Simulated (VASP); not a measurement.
**Ta: relaxation of cell and atoms with LDA**

The system is Ta.

```
CELL_PARAMETERS angstrom
-1.65157 1.65157 1.65157
1.65157 -1.65157 1.65157
1.65157 1.65157 -1.65157
ATOMIC_POSITIONS crystal
Ta 0.00000 0.00000 0.00000
```

```
Program                : VASP 6.6.1
Task                   : relaxation of cell and atoms
Functional             : LDA
Potentials or basis    : VASP PAW LDA potentials, release 64 (Ta_sv_GW)
Cutoff                 : 500 eV
k mesh                 : 18 × 18 × 18
Occupations            : fermi-dirac, width 0.08 eV
Spin                   : no spin polarisation
Dipole correction      : no
Further INCAR settings : ALGO = Normal; EDIFF = 1e-07; IBRION = 2; EDIFFG = -0.005; NSW = 60; ISIF = 3
```

* Relaxed volume: 17.19 Å³/atom
* Relaxed cell: a = 2.816 Å, b = 2.816 Å, c = 2.816 Å, α = 109.47°, β = 109.47°, γ = 109.47°
* Space group after relaxing (to 0.1 Å): Im-3m (No. 229)
* Energy gained by relaxing: 26.3 meV/atom
* Ionic steps: 4
* Pressure after relaxing: 0.0 GPa
* Band gap on the k mesh: zero (an odd number of electrons rules out a gap without spin polarisation)

The path:
```
step  energy change (eV)  largest force (eV/Å)  pressure (GPa)  volume (Å³)
   1              0.0000                0.0000           -9.71        18.02
   2              0.1449                0.0000           32.12        15.32
   3             -0.0263                0.0000           -0.50        17.22
   4             -0.0263                0.0000           -0.04        17.19
```

Final structure:
```
Ta
1.0
    -1.62579    1.62579    1.62579
     1.62579   -1.62579    1.62579
     1.62579    1.62579   -1.62579
Ta
1
Direct
  0.00000 0.00000 0.00000
```

Levels at points of the mesh, in eV from the Fermi level:
```
           k point  band 4  band 5  band 6  band 7  band 8  band 9  band 10
(0.00, 0.00, 0.00)  -32.73   -8.01    0.66    0.66    0.66    4.08     4.08
(0.50, 0.00, 0.00)  -32.74   -4.59   -1.73    1.97    3.99    5.07     8.21
(0.50, 0.50, 0.50)  -33.69   -4.11   -4.11    7.16    7.16    7.16     9.13
```

Wall time 78 s on 1 thread of Intel(R) Xeon(R) Platinum 8375C CPU @ 2.90GHz (Ice Lake), on a shared host, peak memory 0.18 GiB.

Caveat: spin-orbit coupling is left out, which moves the levels of the heavy elements.
